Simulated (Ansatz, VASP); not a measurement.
**ZnO: VASP beside Ansatz**

```
Zn O
1.0
     3.01712    0.00000    0.00000
    -1.50856    2.61290    0.00000
     0.00000    0.00000    4.86968
Zn O
2 2
Direct
  0.33333 0.66667 0.00150
  0.66667 0.33333 0.50150
  0.33333 0.66667 0.38060
  0.66667 0.33333 0.88060
```

Change from the starting cell: strain -0.080 along x and y, -0.080 along z, atoms carried along.

Alike in both runs: task single point; functional PBE; k mesh 12 × 12 × 6; occupations gaussian, width 0.05 eV; no spin polarisation.

|  | VASP | Ansatz |
| --- | --- | --- |
| version | VASP 6.6.1 | Ansatz 0.2.0 |
| potentials or method | VASP PAW PBE potentials, release 64 (Zn, O), cutoff 520 eV | scalar-relativistic, plane waves, PAW |
| valence electrons in the cell | 36 | 36 |

```csv
,VASP,Ansatz,Ansatz less VASP
gap on the k mesh at the Fermi level (eV),1.08,1.08,+0.002
least direct gap on the mesh (eV),1.08,1.08,+0.002
pressure (GPa),58.8,56.2,-2.59
"traceless stress, the component that is largest in VASP (GPa)",-0.28,-0.28,-0.001
rms of the force components (eV/Å),0.016,0.015,-0.0008
```

Atom by atom the forces differ by 0.001 eV/Å (rms over components). Both programs put the cell under a high pressure, so it lies far from rest at this level. With one functional, cell and mesh, what is left measures potentials, basis and numerics.
